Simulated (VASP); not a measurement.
Write the native input for VASP 6.6.1 that does the following.

```yaml
Task: single point
Functional: LDA
Potentials_or_basis: VASP PAW LDA potentials, release 64 (Sr_sv, Mg)
Cutoff: 520 eV
k_mesh: 12 × 12 × 12
Occupations: gaussian, width 0.15 eV
Spin: no spin polarisation
Dipole_correction: no
Further_INCAR_settings: ALGO = Fast; EDIFF = 1e-07; NBANDS = 13
```

The structure of SrMg lies in POSCAR:

```
SrMg
1.0
    4.0170000000      0.0000000000      0.0000000000
    0.0000000000      4.0170000000      0.0000000000
    0.0000000000      0.0000000000      3.8415000000
Sr Mg
1 1
Direct
    0.5000000000      0.5000000000      0.5000000000
    0.0000000000      0.0000000000      0.0000000000
```

This cell differs from its parent crystal: strain +0.030 along x and y, -0.015 along z.

One way to write it, as run:

INCAR

```
ALGO = Fast ; EDIFF = 1E-7
ENCUT = 520 ; GGA = CA
ISIF = 2 ; ISMEAR = 0
LASPH = T ; LCHARG = F
LREAL = F ; LWAVE = F
NBANDS = 13 ; NELM = 100
PREC = Accurate ; SIGMA = 0.15
```

KPOINTS

```
k-points
0
Gamma
  12 12 12
```

Potentials or basis: VASP PAW LDA potentials, release 64 (Sr_sv, Mg).

Launch:

```bash
$ cat potpaw_LDA.64/Sr_sv/POTCAR potpaw_LDA.64/Mg/POTCAR > POTCAR
$ mpirun -np 1 vasp_std > vasp.out
```

It gave:

| Quantity | Value |
| --- | --- |
| Pressure | 1.8 GPa |
| Band gap on the k mesh | zero (bands 6 and 7 overlap by 1.38 eV) |

Caveat: the cell differs from its parent crystal (strain +0.030 along x and y, -0.015 along z).

Run time: 70 s on 1 thread of Intel(R) Xeon(R) 6975P-C (Granite Rapids) (shared host), peak memory 0.29 GiB.
